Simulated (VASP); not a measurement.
Crystal: BP.

```
B P
1.0
     0.00000    2.26900    2.26900
     2.26900    0.00000    2.26900
     2.26900    2.26900    0.00000
B P
1 1
Direct
  0.00000 0.00000 0.00000
  0.75000 0.75000 0.75000
```

Base run:

```yaml
Program: VASP 6.6.1
Functional: PBE
Potentials_or_basis: VASP PAW PBE potentials, release 64 (B, P)
Cutoff: 520 eV
k_mesh: 12 × 12 × 12
Occupations: fermi-dirac, width 0.08 eV
Spin: no spin polarisation
```

Its results: band gap on the k mesh 1.24 eV, indirect (least direct gap 3.40 eV); pressure 0.9 GPa.

Q: The run is repeated on the same cell with these changes: k mesh from 12 × 12 × 12 to 4 × 4 × 4. What comes out?

A: Band gap on the k mesh 1.31 eV, indirect (least direct gap 3.38 eV); pressure 2.0 GPa.

Caveats: some runs use coarse meshes.

A k mesh can miss the band edges.
